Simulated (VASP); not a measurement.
Runs of VASP 6.6.1 on FeNi. The structure is that of space group P4/mmm (No. 123), or close to it. The cells are those of the table. 

| cell | gap on the mesh (eV) | pressure (GPa) | moment (μB) |
| --- | --- | --- | --- |
| a = 2.516, b = 2.516, c = 3.558 Å, 2 atoms | none | (b) | 3.28 |
| a = 2.481, b = 2.481, c = 3.509 Å, 2 atoms | none | 0.2 | 3.25 |
| a = 2.566, b = 2.566, c = 3.629 Å, 2 atoms | none | (a) | 3.36 |
| a = 2.550, b = 2.550, c = 3.606 Å, 2 atoms | none | -14.3 | 3.33 |
| a = 2.583, b = 2.583, c = 3.652 Å, 2 atoms | none | -19.2 | 3.39 |

Alike in all rows: task single point; level PBEsol; potentials or basis VASP PAW PBE potentials, release 64 (Ni, Fe); spin collinear, ferromagnetic start; k mesh 10 × 10 × 8; cutoff (eV) 520; smearing fermi-dirac 0.05 eV.

Question: Fill in the values left out.

Answer: (a) -17.0; (b) -8.1.

Caveats: the PAW data sets were made with another functional, which shifts forces and pressure a little; the cell stands under tension (at least some runs).

A gap of «none» marks levels without a gap at the run's occupations.
